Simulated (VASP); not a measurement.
Here is a VASP 6.6.1 calculation.

Contents of INCAR:

```
PREC = Accurate
ENCUT = 500
EDIFF = 1E-6
ISMEAR = -5
SIGMA = 0.1
LREAL = F
LASPH = T
NELM = 120
ALGO = Normal
ISIF = 2
LWAVE = F
LCHARG = F
GGA = PE
IVDW = 12
NBANDS = 15
GGA_COMPAT = F
```

KPOINTS

```
Automatic mesh
0
Gamma
  9 9 8
```

Contents of POSCAR:

```
HfB2
1.0
    3.1326790839      0.0000000000      0.0000000000
   -1.5663395419      2.7129796685      0.0000000000
    0.0000000000      0.0000000000      3.4792139900
Hf B
1 2
Direct
    0.2660000000      0.6510000000      0.5790000000
    0.5993333333      1.3176666667      1.0790000000
    0.9326666667      0.9843333333      1.0790000000
```

Potentials or basis: VASP PAW PBE potentials, release 64 (Hf_pv, B).

Run with:

```console
$ cat potpaw_PBE.64/Hf_pv/POTCAR potpaw_PBE.64/B/POTCAR > POTCAR
$ mpirun -np 1 vasp_std > vasp.out
```

Problem. Predict the pressure.

Solution. -3.7 GPa.

Problem. What does it give for the band gap on the k mesh?

Solution. Zero (band 8 reaches 8.32 eV, above the bottom of band 9 at 7.61 eV).

Problem. Predict the dispersion energy per atom.

Solution. -0.364 eV.

Stress tensor (GPa, compression positive):
```
-3.52  0.00  0.00
 0.00 -3.52  0.00
 0.00  0.00 -4.07
```

Caveat: spin-orbit coupling is left out, which moves the levels of the heavy elements; pairwise dispersion overbinds metals, which lowers pressure and volume; tetrahedron occupations give inexact forces and stress in metals.
